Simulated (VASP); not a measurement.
# KI (I4/mmm) in VASP: further runs

KI is run at these levels: PBE, r2SCAN; tasks: single point.

Everything below comes from runs of VASP 6.6.1. Logs are shortened: lines on timing, memory, paths and dates and some standing lists are left out, and cuts for length are marked.

## 1. The cell of the first run

It takes space group I4/mmm (No. 139, tetragonal). Conventional cell: a = 5.012 Å, b = 5.012 Å, c = 7.480 Å, α = 90.00°, β = 90.00°, γ = 90.00°. K (site symmetry 4/mmm) has 6 I at 3.54 to 3.74 Å within 4.7 Å. Within 4.7 Å of I (site symmetry 4/mmm) lie 6 K at 3.54 to 3.74 Å.

## 2. Single point, PBE (uniaxial z strain +5.5%)

INCAR

```
PREC = Accurate
ENCUT = 520
EDIFF = 1E-6
ISMEAR = -1
SIGMA = 0.02
LREAL = False
LASPH = True
NELM = 80
ALGO = Normal
ISIF = 2
LWAVE = False
LCHARG = False
GGA = PE
NBANDS = 15
```

KPOINTS

```
Automatic mesh
0
Gamma
  6 6 6
```

POSCAR

```
KI
1.0
    0.0000000000      3.5442842980      3.7399287912
    3.5442842980      0.0000000000      3.7399287912
    3.5442842980      3.5442842980      0.0000000000
K I
1 1
Direct
    0.0000000000      0.0000000000      0.0000000000
    0.5000000000      0.5000000000      0.5000000000
```

Potentials or basis: VASP PAW PBE potentials, release 64 (K_sv, I).

Started as:

```bash
cat potpaw_PBE.64/K_sv/POTCAR potpaw_PBE.64/I/POTCAR > POTCAR
mpirun -np 1 vasp_std > vasp.out
```

OUTCAR:

```text
PREC = Accurate
   ENCUT = 520
   EDIFF = 1E-6
   ISMEAR = -1
   LREAL = False
   LASPH = True
   NELM = 80
   ISIF = 2
   GGA = PE

 ion  position               nearest neighbor table
   1  0.000  0.000  0.000-   2 3.54   2 3.54   2 3.54   2 3.54
   2  0.500  0.500  0.500-   1 3.54   1 3.54   1 3.54   1 3.54

  LATTYP: Found a body centered tetragonal cell.
 ALAT       =     5.0123749231
 C/A-ratio  =     1.4922781510

  Lattice vectors:

 A1 = (  -3.5442842980,   0.0000000000,   3.7399287912)
 A2 = (   3.5442842980,   0.0000000000,   3.7399287912)
 A3 = (   0.0000000000,   3.5442842980,  -3.7399287912)

Analysis of symmetry for initial positions (statically):
=====================================================================
 Subroutine PRICEL returns:
 Original cell was already a primitive cell.

 Routine SETGRP: Setting up the symmetry group for a
 body centered tetragonal supercell.

 Subroutine GETGRP returns: Found 16 space group operations
 (whereof 16 operations were pure point group operations)
 out of a pool of 16 trial point group operations.

The static configuration has the point symmetry D_4h.

Analysis of symmetry for dynamics (positions and initial velocities):
=====================================================================
 Subroutine PRICEL returns:
 Original cell was already a primitive cell.

 Routine SETGRP: Setting up the symmetry group for a
 body centered tetragonal supercell.

 Subroutine GETGRP returns: Found 16 space group operations
 (whereof 16 operations were pure point group operations)
 out of a pool of 16 trial point group operations.

The dynamic configuration has the point symmetry D_4h.

 Subroutine INISYM returns: Found 16 space group operations
 (whereof 16 operations are pure point group operations),
 and found     1 'primitive' translations

----------------------------------------------------------------------------------------

                                     Primitive cell

  volume of cell :      93.9616

  direct lattice vectors                    reciprocal lattice vectors
     0.000000000  3.544284298  3.739928791    -0.141072205  0.141072205  0.133692385
     3.544284298  0.000000000  3.739928791     0.141072205 -0.141072205  0.133692385
     3.544284298  3.544284298  0.000000000     0.141072205  0.141072205 -0.133692385

  length of vectors
     5.152573973  5.152573973  5.012374923     0.240159088  0.240159088  0.240159088

  position of ions in fractional coordinates (direct lattice)
     0.000000000  0.000000000  0.000000000
     0.500000000  0.500000000  0.500000000

  ion indices of the primitive-cell ions
   primitive index   ion index
                 1           1
                 2           2

----------------------------------------------------------------------------------------

 KPOINTS: Automatic mesh

Automatic generation of k-mesh.
 Grid dimensions read from file:
 generate k-points for:    6    6    6

 Generating k-lattice:

  Cartesian coordinates                     Fractional coordinates (reciprocal lattice)
    -0.023512034  0.023512034  0.022282064     0.166666667 -0.000000000  0.000000000
     0.023512034 -0.023512034  0.022282064    -0.000000000  0.166666667  0.000000000
     0.023512034  0.023512034 -0.022282064     0.000000000  0.000000000  0.166666667

  Length of vectors
     0.040026515  0.040026515  0.040026515

  Shift w.r.t. Gamma in fractional coordinates (k-lattice)
     0.000000000  0.000000000  0.000000000

 Subroutine IBZKPT returns following result:
 ===========================================

 Found     30 irreducible k-points:

 Following reciprocal coordinates:
            Coordinates               Weight
  0.000000  0.000000  0.000000      1.000000
  0.166667 -0.000000  0.000000      8.000000
  0.333333  0.000000  0.000000      8.000000
  0.500000  0.000000  0.000000      4.000000
  0.166667  0.166667  0.000000      2.000000
  0.333333  0.166667  0.000000      8.000000
[... 16 lines left out ...]
  0.333333  0.000000  0.333333      4.000000
  0.500000  0.000000  0.333333     16.000000
 [... further k-points ...]
   k-points           NKPTS =     30   k-points in BZ     NKDIM =     30   number of bands    NBANDS=     15
   number of dos      NEDOS =    301   number of ions     NIONS =      2
   total plane-waves  NPLWV =  64000
   dimension x,y,z NGX =    40 NGY =   40 NGZ =   40
   dimension x,y,z NGXF=    80 NGYF=   80 NGZF=   80
   ions per type =               1   1
   NGX,Y,Z   is equivalent  to a cutoff of  12.91, 12.91, 13.27 a.u.
   NGXF,Y,Z  is equivalent  to a cutoff of  25.81, 25.81, 26.53 a.u.
 SYSTEM =  unknown system
   PREC   = accura    normal or accurate (medium, high low for compatibility)
   ISTART =      0    job   : 0-new  1-cont  2-samecut
   ICHARG =      2    charge: 1-file 2-atom 10-const
   ISPIN  =      1    spin polarized calculation?
   LNONCOLLINEAR =      F non collinear calculations
   LSORBIT =      F    spin-orbit coupling
   LASPH  =      T    aspherical Exc in radial PAW
   ENCUT  =  520.0 eV  38.22 Ry    6.18 a.u.   9.58  9.58  9.32*2*pi/ulx,y,z
   NELM   =     80;   NELMIN=  2; NELMDL= -5     # of ELM steps
   EDIFF  = 0.1E-05   stopping-criterion for ELM
   LREAL  =      F    real-space projection
   EDIFFG = 0.1E-04   stopping-criterion for IOM
   NSW    =      0    number of steps for IOM
   IBRION =     -1    ionic relax: 0-MD 1-quasi-New 2-CG
   NFREE  =      0    steps in history (QN), initial steepest desc. (CG)
   ISIF   =      2    stress and relaxation
   ISYM   =      2    0-nonsym 1-usesym 2-fastsym
   POTIM  = 0.5000    time-step for ionic-motion
   TEBEG  =    0.0;   TEEND  =   0.0 temperature during run
   PSTRESS=    0.0 pullay stress
   NELECT =      16.0000    total number of electrons
   NUPDOWN=      -1.0000    fix difference up-down
   EMIN   =  10.00;   EMAX   =-10.00  energy-range for DOS
   EFERMI =   0.00;   METHOD = LEGACY
   ISMEAR =    -1;   SIGMA  =   0.02  broadening in eV -4-tet -1-fermi 0-gaus
   EFERMI_NEDOS =   21; number of points for ismear=-14 and -15
   IALGO  =     38    algorithm
   IMIX   =      4    mixing-type and parameters
     AMIX     =   0.40;   BMIX     =  1.00
     AMIX_MAG =   1.60;   BMIX_MAG =  1.00
  volume/ion in A,a.u.               =      46.98       317.04
  Fermi-wavevector in a.u.,A,eV,Ry     =   0.907398  1.714734 11.202655  0.823372
  Thomas-Fermi vector in A             =   2.031201
   LORBIT       =      0    0 simple, 1 ext, 2 COOP (PROOUT), +10 PAW based schemes
   GGA     = PE    functional components
   LHFCALC =     F    Hartree Fock is set to
   AEXX    =    0.0000 exact exchange contribution
   IVDW    =     0    specifies the selected vdW correction
   LEPSILON=     F    determine dielectric tensor
   LRPA    =     F    only Hartree local field effects (RPA)
 non-spin polarized calculation
  energy-cutoff  :      520.00
  volume of cell :       93.96
 maximum number of plane-waves:      2554
 NGX is ok and might be reduce to    40
   NGX = 19   NGY = 19   NGZ = 19

 number of electron      16.0000002 magnetization

 Free energy of the ion-electron system (eV)
  ---------------------------------------------------
  ext. energy  EPLUGINS =         0.00000000
  ---------------------------------------------------
  free energy    TOTEN  =        -5.55490439 eV

  energy without entropy =       -5.55490439  energy(sigma->0) =       -5.55490439

 E-fermi :  -0.2318     XC(G=0):  -6.9291

 val. band max:       -0.7299909704   @ k =   0.0000   0.0000   0.0000
 cond. band min:       3.0889270935   @ k =   0.0000   0.0000   0.0000
 fundamental gap:      3.8189180639
 Fermi energy:        -0.2317852095

 k-point     1 :       0.0000    0.0000    0.0000
  band No.  band energies     occupation
      1     -29.3442      2.00000
      2     -12.8294      2.00000
      3     -12.8238      2.00000
      4     -12.8238      2.00000
      5     -11.1470      2.00000
      6      -0.7325      2.00000
      7      -0.7300      2.00000
      8      -0.7300      2.00000
      9       3.0889      0.00000
     10       5.5880      0.00000
     11       5.8917      0.00000
     12       5.8917      0.00000
     13       6.3733      0.00000
     14       6.5568      0.00000
     15       8.9907      0.00000

 k-point     2 :       0.1667   -0.0000    0.0000
  band No.  band energies     occupation
      1     -29.3439      2.00000
      2     -12.8533      2.00000
      3     -12.8292      2.00000
      4     -12.8236      2.00000
      5     -11.0924      2.00000
      6      -1.1041      2.00000
      7      -0.8113      2.00000
      8      -0.8052      2.00000
      9       3.6749      0.00000
     10       5.6667      0.00000
     11       5.9911      0.00000
     12       6.1577      0.00000
     13       6.6585      0.00000
     14       6.8481      0.00000
     15       9.7844      0.00000

 k-point     3 :       0.3333    0.0000    0.0000
  band No.  band energies     occupation
      1     -29.3432      2.00000
      2     -12.9053      2.00000
      3     -12.8316      2.00000
      4     -12.8233      2.00000
      5     -10.9859      2.00000
      6      -1.6785      2.00000
      7      -0.9593      2.00000
      8      -0.9463      2.00000
      9       4.5012      0.00000
     10       6.1230      0.00000
     11       6.6044      0.00000
     12       6.8225      0.00000
     13       7.4471      0.00000
     14       7.6070      0.00000
     15       8.6325      0.00000
[... 343 lines left out ...]
 k-point    23 :       0.3333    0.0000    0.3333
  band No.  band energies     occupation
      1     -29.3427      2.00000
      2     -12.8713      2.00000
      3     -12.8382      2.00000
      4     -12.8375      2.00000
      5     -11.0143      2.00000
      6      -1.5883      2.00000
      7      -1.0407      2.00000
      8      -0.9822      2.00000
      9       4.5616      0.00000
     10       4.7910      0.00000
     11       7.0386      0.00000
     12       7.1946      0.00000
     13       7.8854      0.00000
     14       8.0216      0.00000
     15       9.0685      0.00000

 k-point    24 :       0.5000    0.0000    0.3333
  band No.  band energies     occupation
      1     -29.3423      2.00000
      2     -12.8712      2.00000
      3     -12.8440      2.00000
      4     -12.8389      2.00000
      5     -10.9999      2.00000
      6      -1.6013      2.00000
      7      -1.2083      2.00000
      8      -1.0624      2.00000
      9       4.6452      0.00000
     10       5.3119      0.00000
     11       6.8281      0.00000
     12       7.4092      0.00000
     13       7.9893      0.00000
     14       8.4251      0.00000
     15       8.9336      0.00000

 [... further k-points ...]
[... 5 lines left out ...]
  --------------------------------------------------------------------------------------
  -------------------------------------------------------------------------------------
  Total        0.1590100      0.1590100     -0.3763827      0.0000000     -0.0000000      0.0000000
  in kB        2.7113443      2.7113443     -6.4178537      0.0000000     -0.0000000      0.0000000
  external PRESSURE =      -0.3317217 kB  Pullay stress =       0.0000000 kB

 VOLUME and BASIS-vectors are now :
 -----------------------------------------------------------------------------
  energy-cutoff  :      520.00
  volume of cell :       93.96
      direct lattice vectors                 reciprocal lattice vectors
     0.000000000  3.544284298  3.739928791    -0.141072205  0.141072205  0.133692385
     3.544284298  0.000000000  3.739928791     0.141072205 -0.141072205  0.133692385
     3.544284298  3.544284298  0.000000000     0.141072205  0.141072205 -0.133692385

 POSITION                                       TOTAL-FORCE (eV/Angst)
 -----------------------------------------------------------------------------------
      0.00000      0.00000      0.00000         0.000000     -0.000000      0.000000
      3.54428      3.54428      3.73993         0.000000      0.000000     -0.000000
 -----------------------------------------------------------------------------------
    total drift:                                0.000000     -0.000000     -0.000000

  FREE ENERGIE OF THE ION-ELECTRON SYSTEM (eV)
  ---------------------------------------------------
  free  energy   TOTEN  =        -5.5549043934 eV

  energy  without entropy=       -5.5549043934  energy(sigma->0) =       -5.55490439
```

Run time: 37 s. Hardware: 1 thread of Intel Xeon Platinum 8375C at 2.90GHz (Ice Lake), shared host; peak memory 0.25 GiB.

Results:

| Quantity | Value |
| --- | --- |
| Free energy | -5.5549 eV |
| Pressure | 0.0 GPa |
| Band gap on the k mesh | 3.82 eV, direct |

Stress tensor (GPa, compression positive):
```
 0.27  0.00  0.00
 0.00  0.27  0.00
 0.00  0.00 -0.64
```

Caveat: the cell differs from its parent crystal (uniaxial z strain +5.5%); spin-orbit coupling is left out, which moves the levels of the heavy elements.

## 3. Single point, r2SCAN (uniaxial z strain +5.5%)

POSCAR is that of step 2.

INCAR.step1

```
PREC = Accurate
ENCUT = 520
ISMEAR = 0
SIGMA = 0.01
LREAL = F
LASPH = T
NELM = 100
NBANDS = 15
GGA = PE
ALGO = Normal
EDIFF = 1E-4
LWAVE = T
LCHARG = F
```

INCAR.step2

```
PREC = Accurate
ENCUT = 520
EDIFF = 1E-6
ISMEAR = 0
SIGMA = 0.01
LREAL = F
LASPH = T
NELM = 100
ALGO = Normal
ISIF = 2
LWAVE = F
LCHARG = F
METAGGA = R2SCAN
LMIXTAU = T
NBANDS = 15
ISTART = 1
```

KPOINTS is that of step 2.

Potentials or basis: VASP PAW PBE potentials, release 64 (K_sv, I).

Started as:

```bash
cat potpaw_PBE.64/K_sv/POTCAR potpaw_PBE.64/I/POTCAR > POTCAR
cp INCAR.step1 INCAR
mpirun -np 1 vasp_std > vasp.out
cp INCAR.step2 INCAR
mpirun -np 1 vasp_std > vasp.out
```

OUTCAR:

```text
PREC = Accurate
   ENCUT = 520
   EDIFF = 1E-6
   ISMEAR = 0
   LREAL = F
   LASPH = T
   NELM = 100
   ISIF = 2
   METAGGA = R2SCAN
   ISTART = 1

 ion  position               nearest neighbor table
   1  0.000  0.000  0.000-   2 3.54   2 3.54   2 3.54   2 3.54
   2  0.500  0.500  0.500-   1 3.54   1 3.54   1 3.54   1 3.54

  LATTYP: Found a body centered tetragonal cell.
 ALAT       =     5.0123749231
 C/A-ratio  =     1.4922781510

  Lattice vectors:

 A1 = (  -3.5442842980,   0.0000000000,   3.7399287912)
 A2 = (   3.5442842980,   0.0000000000,   3.7399287912)
 A3 = (   0.0000000000,   3.5442842980,  -3.7399287912)

Analysis of symmetry for initial positions (statically):
=====================================================================
 Subroutine PRICEL returns:
 Original cell was already a primitive cell.

 Routine SETGRP: Setting up the symmetry group for a
 body centered tetragonal supercell.

 Subroutine GETGRP returns: Found 16 space group operations
 (whereof 16 operations were pure point group operations)
 out of a pool of 16 trial point group operations.

The static configuration has the point symmetry D_4h.
[... 167 lines left out ...]
 Fermi energy:        -0.9965090625

 k-point     1 :       0.0000    0.0000    0.0000
  band No.  band energies     occupation
      1     -30.8390      2.00000
      2     -13.5537      2.00000
      3     -13.5444      2.00000
      4     -13.5444      2.00000
      5     -11.7944      2.00000
      6      -1.0743      2.00000
      7      -1.0683      2.00000
      8      -1.0683      2.00000
      9       3.3775      0.00000
     10       5.8052      0.00000
     11       6.1125      0.00000
     12       6.1125      0.00000
     13       6.7211      0.00000
     14       6.9186      0.00000
[... 401 lines left out ...]
      2     -13.5923      2.00000
      3     -13.5658      2.00000
      4     -13.5606      2.00000
      5     -11.6366      2.00000
      6      -1.9517      2.00000
      7      -1.5526      2.00000
      8      -1.4085      2.00000
      9       4.7664      0.00000
     10       5.6849      0.00000
     11       7.1185      0.00000
     12       7.8062      0.00000
     13       8.4169      0.00000
     14       8.8227      0.00000
     15       9.3737      0.00000

 [... further k-points ...]
[... 5 lines left out ...]
  --------------------------------------------------------------------------------------
  -------------------------------------------------------------------------------------
  Total       -0.0892275     -0.0892275     -0.6662819      0.0000000      0.0000000     -0.0000000
  in kB       -1.5214539     -1.5214539    -11.3610415      0.0000000      0.0000000     -0.0000000
  external PRESSURE =      -4.8013164 kB  Pullay stress =       0.0000000 kB

 VOLUME and BASIS-vectors are now :
 -----------------------------------------------------------------------------
  energy-cutoff  :      520.00
  volume of cell :       93.96
      direct lattice vectors                 reciprocal lattice vectors
     0.000000000  3.544284298  3.739928791    -0.141072205  0.141072205  0.133692385
     3.544284298  0.000000000  3.739928791     0.141072205 -0.141072205  0.133692385
     3.544284298  3.544284298  0.000000000     0.141072205  0.141072205 -0.133692385

 POSITION                                       TOTAL-FORCE (eV/Angst)
 -----------------------------------------------------------------------------------
      0.00000      0.00000      0.00000         0.000000     -0.000000      0.000000
      3.54428      3.54428      3.73993        -0.000000      0.000000     -0.000000
 -----------------------------------------------------------------------------------
    total drift:                                0.000000     -0.000000     -0.000000

  FREE ENERGIE OF THE ION-ELECTRON SYSTEM (eV)
  ---------------------------------------------------
  free  energy   TOTEN  =       -33.9654582651 eV

  energy  without entropy=      -33.9654582651  energy(sigma->0) =      -33.96545827
```

OSZICAR.step1:

```text
N       E                     dE             d eps       ncg     rms          rms(c)
DAV:   1     0.883322821861E+02    0.88332E+02   -0.63798E+03   900   0.898E+02
DAV:   2    -0.283662228721E-01   -0.88361E+02   -0.82939E+02  1124   0.210E+02
DAV:   3    -0.536033549600E+01   -0.53320E+01   -0.53099E+01  1291   0.451E+01
DAV:   4    -0.564835896982E+01   -0.28802E+00   -0.28795E+00  1508   0.891E+00
DAV:   5    -0.564929003783E+01   -0.93107E-03   -0.93103E-03  1295   0.551E-01    0.277E+00
DAV:   6    -0.555442075736E+01    0.94869E-01   -0.10724E-01  1145   0.177E+00    0.199E+00
DAV:   7    -0.554795143745E+01    0.64693E-02   -0.12240E-01  1208   0.167E+00    0.795E-01
DAV:   8    -0.555425100881E+01   -0.62996E-02   -0.13278E-02  1060   0.712E-01    0.124E-01
DAV:   9    -0.555474757995E+01   -0.49657E-03   -0.12391E-03  1264   0.189E-01    0.737E-02
DAV:  10    -0.555485704630E+01   -0.10947E-03   -0.13394E-04   999   0.663E-02    0.202E-02
DAV:  11    -0.555490353639E+01   -0.46490E-04   -0.60941E-05   896   0.470E-02
   1 F= -.55549035E+01 E0= -.55549035E+01  d E =-.212729E-43
```

Run time: 2.3 min. Hardware: 1 thread of Intel Xeon Platinum 8375C at 2.90GHz (Ice Lake), shared host; peak memory 0.27 GiB.

Results:

- Free energy: -33.9655 eV
- Pressure: -0.5 GPa
- Band gap on the k mesh: 4.45 eV, direct

Levels at points of the mesh, in eV from the valence-band top:
```
           k point  band 6  band 7  band 8  band 9  band 10  band 11
(0.00, 0.00, 0.00)   -0.01    0.00    0.00    4.45     6.87     7.18
(0.50, 0.00, 0.00)   -1.19   -0.30   -0.28    5.95     8.12     8.46
(0.50, 0.50, 0.00)   -0.95   -0.29   -0.29    5.50     6.36     8.69
(0.50, 0.00, 0.50)   -0.91   -0.40   -0.33    5.46     6.36     8.80
```

Caveat: the cell differs from its parent crystal (uniaxial z strain +5.5%); the PAW data sets were made with another functional, which shifts forces and pressure a little; spin-orbit coupling is left out, which moves the levels of the heavy elements.
